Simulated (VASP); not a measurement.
# AlNi (Pm-3m) in VASP: a series of runs, part 2 of 2

VASP 6.6.1. Earlier steps stand in the parts before.

### Step 3. Single point, LDA (11.70 Å³/atom)

This run uses another cell than the first one, of 11.70 Å³/atom.

The input, INCAR:

```
PREC = Accurate
ENCUT = 600
EDIFF = 1E-6
ISMEAR = 0
SIGMA = 0.1
LREAL = False
LASPH = True
NELM = 120
ALGO = Normal
ISIF = 2
LWAVE = False
LCHARG = False
GGA = CA
NBANDS = 14
GGA_COMPAT = False
```

The input, KPOINTS:

```
Automatic mesh
0
Gamma
  14 14 14
```

The input, POSCAR:

```
AlNi
1.0
    2.8604059448      0.0000000000      0.0000000000
    0.0000000000      2.8604059448      0.0000000000
    0.0000000000      0.0000000000      2.8604059448
Al Ni
1 1
Direct
    0.5000000000      0.5000000000      0.5000000000
    0.0000000000      0.0000000000      0.0000000000
```

Potentials or basis: VASP PAW LDA potentials, release 64 (Al, Ni).

Launch:

```console
cat potpaw_LDA.64/Al/POTCAR potpaw_LDA.64/Ni/POTCAR > POTCAR
mpirun -np 1 vasp_std > vasp.out
```

OUTCAR:

```text
PREC = Accurate
   ENCUT = 600
   EDIFF = 1E-6
   ISMEAR = 0
   LREAL = False
   LASPH = True
   NELM = 120
   ISIF = 2
   GGA = CA

 ion  position               nearest neighbor table
   1  0.500  0.500  0.500-   2 2.48   2 2.48   2 2.48   2 2.48   2 2.48   2 2.48   2 2.48   2 2.48

   2  0.000  0.000  0.000-   1 2.48   1 2.48   1 2.48   1 2.48   1 2.48   1 2.48   1 2.48   1 2.48

  LATTYP: Found a simple cubic cell.
 ALAT       =     2.8604059448

  Lattice vectors:

[... 596 lines left out ...]
------------------------ aborting loop because EDIFF is reached ----------------------------------------

  FORCE on cell =-STRESS in cart. coord.  units (eV):
  Direction    XX          YY          ZZ          XY          YZ          ZX
  --------------------------------------------------------------------------------------
  -------------------------------------------------------------------------------------
  Total       -0.6990538     -0.6990538     -0.6990538      0.0000000     -0.0000000     -0.0000000
  in kB      -47.8561921    -47.8561921    -47.8561921      0.0000000     -0.0000000     -0.0000000
  external PRESSURE =     -47.8561921 kB  Pullay stress =       0.0000000 kB

 VOLUME and BASIS-vectors are now :
 -----------------------------------------------------------------------------
  energy-cutoff  :      600.00
  volume of cell :       23.40
      direct lattice vectors                 reciprocal lattice vectors
     2.860405945  0.000000000  0.000000000     0.349600728  0.000000000  0.000000000
     0.000000000  2.860405945  0.000000000     0.000000000  0.349600728  0.000000000
     0.000000000  0.000000000  2.860405945     0.000000000  0.000000000  0.349600728

 POSITION                                       TOTAL-FORCE (eV/Angst)
 -----------------------------------------------------------------------------------
      1.43020      1.43020      1.43020         0.000000      0.000000      0.000000
      0.00000      0.00000      0.00000         0.000000      0.000000      0.000000
 -----------------------------------------------------------------------------------
    total drift:                                0.000000      0.000000      0.000000

  FREE ENERGIE OF THE ION-ELECTRON SYSTEM (eV)
  ---------------------------------------------------
  free  energy   TOTEN  =       -12.1872196873 eV

  energy  without entropy=      -12.1822987501  energy(sigma->0) =      -12.18475922
```

stdout:

```text
POSCAR found type information on POSCAR AlNi
 POSCAR found :  2 types and       2 ions
 scaLAPACK will be used
 LDA part: xc-table for (Slater(with rela. corr.)+CA(PZ))
 , standard interpolation
 POSCAR, INCAR and KPOINTS ok, starting setup
 FFT: planning ... GRIDC
 FFT: planning ... GRID_SOFT
 FFT: planning ... GRID
 WAVECAR not read
 entering main loop
```

Run time: 34 s. Hardware: 1 thread of Intel Xeon 8259CL, shared host; peak memory 0.17 GiB.

What came out:

```yaml
Free_energy: -12.1872 eV
Pressure: -4.8 GPa
Band_gap_on_the_k_mesh: zero (an odd number of electrons rules out a gap without spin polarisation)
```

Caveat: the cell stands under tension. Spin polarisation is off, so any magnetic state and its effect on volume and gap are missing.

### Step 4. Single point, LDA (12.04 Å³/atom)

This run uses another cell than the first one, of 12.04 Å³/atom.

The input, INCAR:

```
SYSTEM = AlNi
ALGO = Normal ; EDIFF = 1E-6
ENCUT = 600 ; GGA = CA
GGA_COMPAT = .FALSE. ; ISIF = 2
ISMEAR = 0 ; LASPH = .TRUE.
LCHARG = .FALSE. ; LREAL = .FALSE.
LWAVE = .FALSE. ; NBANDS = 14
NELM = 120 ; PREC = Accurate
SIGMA = 0.1
```

The input, KPOINTS:

```
k-points
0
G
  14 14 14
  0 0 0
```

The input, POSCAR:

```
AlNi
1.0
    2.8879115355      0.0000000000      0.0000000000
    0.0000000000      2.8879115355      0.0000000000
    0.0000000000      0.0000000000      2.8879115355
Al Ni
1 1
Direct
    0.5000000000      0.5000000000      0.5000000000
    0.0000000000      0.0000000000      0.0000000000
```

Potentials or basis: VASP PAW LDA potentials, release 64 (Al, Ni).

Launch:

```console
cat potpaw_LDA.64/Al/POTCAR potpaw_LDA.64/Ni/POTCAR > POTCAR
mpirun -np 1 vasp_std > vasp.out
```

OUTCAR:

```text
SYSTEM = AlNi
   EDIFF = 1E-6
   ENCUT = 600
   GGA = CA
   ISIF = 2
   ISMEAR = 0
   LASPH = .TRUE.
   LREAL = .FALSE.
   NELM = 120
   PREC = Accurate

 ion  position               nearest neighbor table
   1  0.500  0.500  0.500-   2 2.50   2 2.50   2 2.50   2 2.50   2 2.50   2 2.50   2 2.50   2 2.50

   2  0.000  0.000  0.000-   1 2.50   1 2.50   1 2.50   1 2.50   1 2.50   1 2.50   1 2.50   1 2.50

  LATTYP: Found a simple cubic cell.
 ALAT       =     2.8879115355

  Lattice vectors:

 A1 = (   2.8879115355,   0.0000000000,   0.0000000000)
 A2 = (   0.0000000000,   2.8879115355,   0.0000000000)
[... 587 lines left out ...]
     11      21.1402      0.00000
     12      23.3528      0.00000
     13      25.6754      0.00000
     14      27.1069      0.00000

 [... further k-points ...]
[... 5 lines left out ...]
  --------------------------------------------------------------------------------------
  -------------------------------------------------------------------------------------
  Total       -1.3788817     -1.3788817     -1.3788817     -0.0000000      0.0000000     -0.0000000
  in kB      -91.7246229    -91.7246229    -91.7246229     -0.0000000      0.0000000     -0.0000000
  external PRESSURE =     -91.7246229 kB  Pullay stress =       0.0000000 kB

 VOLUME and BASIS-vectors are now :
 -----------------------------------------------------------------------------
  energy-cutoff  :      600.00
  volume of cell :       24.09
      direct lattice vectors                 reciprocal lattice vectors
     2.887911535  0.000000000  0.000000000     0.346270995  0.000000000  0.000000000
     0.000000000  2.887911535  0.000000000     0.000000000  0.346270995  0.000000000
     0.000000000  0.000000000  2.887911535     0.000000000  0.000000000  0.346270995

 POSITION                                       TOTAL-FORCE (eV/Angst)
 -----------------------------------------------------------------------------------
      1.44396      1.44396      1.44396         0.000000      0.000000      0.000000
      0.00000      0.00000      0.00000         0.000000      0.000000      0.000000
 -----------------------------------------------------------------------------------
    total drift:                                0.000000      0.000000      0.000000

  FREE ENERGIE OF THE ION-ELECTRON SYSTEM (eV)
  ---------------------------------------------------
  free  energy   TOTEN  =       -12.1571654928 eV

  energy  without entropy=      -12.1521868174  energy(sigma->0) =      -12.15467616
```

OSZICAR:

```text
N       E                     dE             d eps       ncg     rms          rms(c)
DAV:   1     0.434448700032E+02    0.43445E+02   -0.60091E+03  3384   0.110E+03
DAV:   2    -0.115023111574E+02   -0.54947E+02   -0.50210E+02  3600   0.193E+02
DAV:   3    -0.135125438549E+02   -0.20102E+01   -0.19822E+01  4230   0.403E+01
DAV:   4    -0.135388909893E+02   -0.26347E-01   -0.26340E-01  3986   0.411E+00
DAV:   5    -0.135395884542E+02   -0.69746E-03   -0.69744E-03  4380   0.744E-01    0.116E+01
DAV:   6    -0.153213190850E+02   -0.17817E+01   -0.43517E+01  3936   0.933E+01    0.151E+01
DAV:   7    -0.121890396444E+02    0.31323E+01   -0.13062E+01  4020   0.563E+01    0.995E-01
DAV:   8    -0.121725281585E+02    0.16511E-01   -0.27155E-01  4248   0.542E+00    0.977E-01
DAV:   9    -0.121574888877E+02    0.15039E-01   -0.44119E-02  4380   0.271E+00    0.174E-01
DAV:  10    -0.121571658810E+02    0.32301E-03   -0.12910E-03  4488   0.492E-01    0.707E-02
DAV:  11    -0.121571661423E+02   -0.26124E-06   -0.46893E-05  4538   0.517E-02    0.138E-02
DAV:  12    -0.121571654928E+02    0.64944E-06   -0.20856E-06  3242   0.203E-02
   1 F= -.12157165E+02 E0= -.12154676E+02  d E =-.497868E-02
```

stdout:

```text
POSCAR found type information on POSCAR AlNi
 POSCAR found :  2 types and       2 ions
 scaLAPACK will be used
 LDA part: xc-table for (Slater(with rela. corr.)+CA(PZ))
 , standard interpolation
 POSCAR, INCAR and KPOINTS ok, starting setup
 FFT: planning ... GRIDC
 FFT: planning ... GRID_SOFT
 FFT: planning ... GRID
 WAVECAR not read
 entering main loop
```

Run time: 35 s. Hardware: 1 thread of Intel Xeon 8259CL, shared host; peak memory 0.17 GiB.

What came out:

```
Free energy            : -12.1572 eV
Pressure               : -9.2 GPa
Band gap on the k mesh : zero (an odd number of electrons rules out a gap without spin polarisation)
```

Levels at points of the mesh, in eV from the Fermi level:
```
           k point  band 4  band 5  band 6  band 7  band 8  band 9  band 10  band 11
(0.00, 0.00, 0.00)   -1.52   -1.52   -1.52    5.46    5.46    5.46     8.23     8.23
(0.50, 0.00, 0.00)   -2.22   -2.22   -1.43   -0.63    8.39    9.98     9.98    10.78
(0.50, 0.50, 0.00)   -2.78   -2.05   -2.05   -1.00    1.47    2.46    12.08    15.12
(0.50, 0.50, 0.50)   -0.97   -0.97    2.07    2.07    2.07    3.56     4.49     4.49
```

Caveat: the cell stands under tension.

### Step 5. Summary

| cell | gap on the mesh (eV) | pressure (GPa) |
| --- | --- | --- |
| a = 2.832 Å, 2 atoms | none | 0.4 |
| a = 2.860 Å, 2 atoms | none | -4.8 |
| a = 2.888 Å, 2 atoms | none | -9.2 |

Alike in all rows: task single point; level LDA; potentials or basis VASP PAW LDA potentials, release 64 (Al, Ni); no spin polarisation; k mesh 14 × 14 × 14; cutoff (eV) 600; smearing gaussian 0.1 eV.

Caveats: the cell stands under tension (at least some runs).

Total energies depend on the potentials used, so only differences within one code and one set of settings carry meaning.
